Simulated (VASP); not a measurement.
# SiC (F-43m) in VASP: a series of runs, part 2 of 2

VASP 6.6.1.

**4. Single point, PBEsol**

This run uses another cell than the first one, of 11.13 Å³/atom.

INCAR reads:

```
PREC = Accurate
ENCUT = 600
EDIFF = 1E-6
ISMEAR = 0
SIGMA = 0.05
LREAL = F
LASPH = T
NELM = 120
ALGO = Normal
ISIF = 2
LWAVE = F
LCHARG = F
GGA = PS
NBANDS = 11
GGA_COMPAT = F
```

KPOINTS reads:

```
Automatic mesh
0
Gamma
  10 10 10
```

POSCAR reads:

```
SiC
1.0
    0.0000000000      2.2328544342      2.2328544342
    2.2328544342      0.0000000000      2.2328544342
    2.2328544342      2.2328544342      0.0000000000
Si C
1 1
Direct
    0.0000000000      0.0000000000      0.0000000000
    0.7500000000      0.7500000000      0.7500000000
```

Potentials or basis: VASP PAW PBE potentials, release 64 (Si, C).

Started as:

```bash
cat potpaw_PBE.64/Si/POTCAR potpaw_PBE.64/C/POTCAR > POTCAR
mpirun -np 1 vasp_std > vasp.out
```

OUTCAR:

```text
PREC = Accurate
   ENCUT = 600
   EDIFF = 1E-6
   ISMEAR = 0
   LREAL = F
   LASPH = T
   NELM = 120
   ISIF = 2
   GGA = PS

 ion  position               nearest neighbor table
   1  0.000  0.000  0.000-   2 1.93   2 1.93   2 1.93   2 1.93
   2  0.750  0.750  0.750-   1 1.93   1 1.93   1 1.93   1 1.93

  LATTYP: Found a face centered cubic cell.
 ALAT       =     4.4657088684

  Lattice vectors:

 A1 = (   0.0000000000,   2.2328544342,   2.2328544342)
 A2 = (   2.2328544342,   0.0000000000,   2.2328544342)
 A3 = (   2.2328544342,   2.2328544342,   0.0000000000)

Analysis of symmetry for initial positions (statically):
=====================================================================
 Subroutine PRICEL returns:
 Original cell was already a primitive cell.

 Routine SETGRP: Setting up the symmetry group for a
 face centered cubic supercell.

 Subroutine GETGRP returns: Found 24 space group operations
 (whereof 24 operations were pure point group operations)
 out of a pool of 48 trial point group operations.

The static configuration has the point symmetry T_d .

Analysis of symmetry for dynamics (positions and initial velocities):
=====================================================================
 Subroutine PRICEL returns:
 Original cell was already a primitive cell.

 Routine SETGRP: Setting up the symmetry group for a
 face centered cubic supercell.

 Subroutine GETGRP returns: Found 24 space group operations
 (whereof 24 operations were pure point group operations)
 out of a pool of 48 trial point group operations.

The dynamic configuration has the point symmetry T_d .

 Subroutine INISYM returns: Found 24 space group operations
 (whereof 24 operations are pure point group operations),
 and found     1 'primitive' translations

----------------------------------------------------------------------------------------

                                     Primitive cell

  volume of cell :      22.2644

[... 111 lines left out ...]
  Thomas-Fermi vector in A             =   2.300406
   LORBIT       =      0    0 simple, 1 ext, 2 COOP (PROOUT), +10 PAW based schemes
   GGA     = PS    functional components
   LHFCALC =     F    Hartree Fock is set to
   AEXX    =    0.0000 exact exchange contribution
   IVDW    =     0    specifies the selected vdW correction
   LEPSILON=     F    determine dielectric tensor
   LRPA    =     F    only Hartree local field effects (RPA)
 non-spin polarized calculation
 Gauss-broadening in eV      SIGMA  =   0.05
  energy-cutoff  :      600.00
  volume of cell :       22.26
 maximum number of plane-waves:       757
 NGX is ok and might be reduce to    28
   NGX = 13   NGY = 13   NGZ = 13

 number of electron       8.0000000 magnetization

 Free energy of the ion-electron system (eV)
  ---------------------------------------------------
  ext. energy  EPLUGINS =         0.00000000
  ---------------------------------------------------
  free energy    TOTEN  =       -15.84461894 eV

  energy without entropy =      -15.84461894  energy(sigma->0) =      -15.84461894

 E-fermi :   7.4856     XC(G=0): -11.1923

 val. band max:        7.2540827430   @ k =   0.0000   0.0000   0.0000
 cond. band min:       8.5508237566   @ k =   0.5000   0.5000   0.0000
 fundamental gap:      1.2967410135
 Fermi energy:         7.4856086115

 k-point     1 :       0.0000    0.0000    0.0000
  band No.  band energies     occupation
      1      -7.6050      2.00000
      2       7.2541      2.00000
      3       7.2541      2.00000
      4       7.2541      2.00000
      5      12.5968      0.00000
      6      14.0119      0.00000
      7      14.0119      0.00000
      8      14.0119      0.00000
      9      21.2924      0.00000
     10      21.2924      0.00000
     11      22.4155      0.00000
[... 309 lines left out ...]
 k-point    24 :       0.4000    0.3000    0.0000
  band No.  band energies     occupation
      1      -4.6357      2.00000
      2       1.7464      2.00000
      3       4.2172      2.00000
      4       4.7236      2.00000
      5       9.9528      0.00000
      6      12.4690      0.00000
      7      18.0456      0.00000
      8      18.4394      0.00000
      9      20.1003      0.00000
     10      24.6101      0.00000
     11      27.2817      0.00000

 [... further k-points ...]
[... 5 lines left out ...]
  --------------------------------------------------------------------------------------
  -------------------------------------------------------------------------------------
  Total       -1.9475754     -1.9475754     -1.9475754      0.0000000      0.0000000      0.0000000
  in kB     -140.1501729   -140.1501729   -140.1501729      0.0000000      0.0000000      0.0000000
  external PRESSURE =    -140.1501729 kB  Pullay stress =       0.0000000 kB

 VOLUME and BASIS-vectors are now :
 -----------------------------------------------------------------------------
  energy-cutoff  :      600.00
  volume of cell :       22.26
      direct lattice vectors                 reciprocal lattice vectors
     0.000000000  2.232854434  2.232854434    -0.223928615  0.223928615  0.223928615
     2.232854434  0.000000000  2.232854434     0.223928615 -0.223928615  0.223928615
     2.232854434  2.232854434  0.000000000     0.223928615  0.223928615 -0.223928615

 POSITION                                       TOTAL-FORCE (eV/Angst)
 -----------------------------------------------------------------------------------
      0.00000      0.00000      0.00000        -0.000000     -0.000000     -0.000000
      3.34928      3.34928      3.34928         0.000000      0.000000      0.000000
 -----------------------------------------------------------------------------------
    total drift:                                0.000000      0.000000     -0.000000

  FREE ENERGIE OF THE ION-ELECTRON SYSTEM (eV)
  ---------------------------------------------------
  free  energy   TOTEN  =       -15.8446189417 eV

  energy  without entropy=      -15.8446189417  energy(sigma->0) =      -15.84461894
```

OSZICAR:

```text
N       E                     dE             d eps       ncg     rms          rms(c)
DAV:   1     0.424200594749E+01    0.42420E+01   -0.41036E+03  1082   0.677E+02
DAV:   2    -0.167452173262E+02   -0.20987E+02   -0.19853E+02  1289   0.113E+02
DAV:   3    -0.174433720281E+02   -0.69815E+00   -0.69694E+00  1276   0.169E+01
DAV:   4    -0.174464785148E+02   -0.31065E-02   -0.31062E-02  1212   0.140E+00
DAV:   5    -0.174464936180E+02   -0.15103E-04   -0.15103E-04  1258   0.932E-02    0.799E+00
DAV:   6    -0.159043852544E+02    0.15421E+01   -0.58787E+00  1154   0.104E+01    0.354E+00
DAV:   7    -0.158590044518E+02    0.45381E-01   -0.28943E-01  1232   0.310E+00    0.163E+00
DAV:   8    -0.158447964984E+02    0.14208E-01   -0.19186E-02  1190   0.887E-01    0.160E-01
DAV:   9    -0.158445656581E+02    0.23084E-03   -0.18057E-03  1274   0.218E-01    0.106E-01
DAV:  10    -0.158446188008E+02   -0.53143E-04   -0.14595E-04  1181   0.749E-02    0.238E-02
DAV:  11    -0.158446187066E+02    0.94137E-07   -0.19047E-05  1244   0.222E-02    0.576E-03
DAV:  12    -0.158446189417E+02   -0.23505E-06   -0.11128E-06   709   0.623E-03
   1 F= -.15844619E+02 E0= -.15844619E+02  d E =-.412564E-13
```

Wall time 28 s (1 thread of Intel Xeon 8259CL, shared host); peak memory 0.15 GiB.

What came out:

```
Free energy            : -15.8446 eV
Pressure               : -14.0 GPa
Band gap on the k mesh : 1.30 eV (least direct gap 4.36 eV)
```

Levels at points of the mesh, in eV from the valence-band top:
```csv
k point,band 1,band 2,band 3,band 4,band 5,band 6,band 7,band 8,band 9
"(0.00, 0.00, 0.00)",-14.86,0.00,0.00,0.00,5.34,6.76,6.76,6.76,14.04
"(0.50, 0.00, 0.00)",-11.52,-8.20,-1.04,-1.04,4.73,6.85,6.85,9.52,15.16
"(0.50, 0.50, 0.00)",-10.13,-7.61,-3.07,-3.07,1.30,3.95,13.12,13.12,13.74
```

Caveat: the cell stands under tension; the PAW data sets were made with another functional, which shifts forces and pressure a little.

**5. Single point, PBEsol**

This run uses another cell than the first one, of 10.86 Å³/atom.

INCAR reads:

```
  ALGO = Normal
  EDIFF = 1E-6
  ENCUT = 600
  GGA = PS
  GGA_COMPAT = F
  ISIF = 2
  ISMEAR = 0
  LASPH = T
  LCHARG = T
  LELF = T
  LREAL = F
  LVHAR = T
  LWAVE = F
  NBANDS = 11
  NELM = 120
  PREC = Accurate
  SIGMA = 0.05
```

KPOINTS reads:

```
k-points
0
Gamma
  10 10 10
```

POSCAR reads:

```
SiC
1.0
    0.0000000000      2.2147737593      2.2147737593
    2.2147737593      0.0000000000      2.2147737593
    2.2147737593      2.2147737593      0.0000000000
Si C
1 1
Direct
    0.0000000000      0.0000000000      0.0000000000
    0.7500000000      0.7500000000      0.7500000000
```

Started as:

```bash
cat potpaw_PBE.64/Si/POTCAR potpaw_PBE.64/C/POTCAR > POTCAR
mpirun -np 1 vasp_std > vasp.out
```

Wall time 29 s (1 thread of Intel Xeon 8259CL, shared host); peak memory 0.15 GiB.

Results (log left out):

```yaml
Free_energy: -15.8842 eV
Pressure: -9.8 GPa
Band_gap_on_the_k_mesh: 1.28 eV (least direct gap 4.39 eV)
```

Levels at points of the mesh, in eV from the valence-band top:
| k point | band 2 | band 3 | band 4 | band 5 | band 6 | band 7 |
| --- | --- | --- | --- | --- | --- | --- |
| (0.00, 0.00, 0.00) | 0.00 | 0.00 | 0.00 | 5.62 | 6.92 | 6.92 |
| (0.50, 0.00, 0.00) | -8.33 | -1.04 | -1.04 | 4.94 | 6.95 | 6.95 |
| (0.50, 0.50, 0.00) | -7.68 | -3.11 | -3.11 | 1.28 | 4.03 | 13.39 |

Caveat: the cell stands under tension; the PAW data sets were made with another functional, which shifts forces and pressure a little. A k mesh can miss the band edges.

**6. Overview**

| cell | gap on the mesh (eV) | pressure (GPa) |
| --- | --- | --- |
| a = 3.055 Å, angles 60.0°, 2 atoms | 1.21 | 6.1 |
| a = 3.081 Å, angles 60.0°, 2 atoms | 1.23 | 0.2 |
| a = 3.158 Å, angles 60.0°, 2 atoms | 1.30 | -14.0 |
| a = 3.132 Å, angles 60.0°, 2 atoms | 1.28 | -9.8 |

Alike in all rows: task single point; level PBEsol; potentials or basis VASP PAW PBE potentials, release 64 (Si, C); no spin polarisation; k mesh 10 × 10 × 10; cutoff (eV) 600; smearing gaussian 0.05 eV.

Caveats: the PAW data sets were made with another functional, which shifts forces and pressure a little; the cell stands under tension (at least some runs); the cell stands under pressure (at least some runs).

Absolute energies hang on the potentials; compare differences alone.

**7. Against experiment**

Step 3. A measured gap of SiC is 2.4 eV (indirect; quoted in “Insight into the structural, elastic and electronic properties of a new orthorhombic 6O-SiC polytype”, 2020, pmc:7200658); the calculated 1.23 eV misses it by -1.17 eV. The value is that of PBEsol on a finite k mesh, which can miss the band edges, without temperature or zero-point motion. Semilocal functionals fall short of measured gaps as a rule.
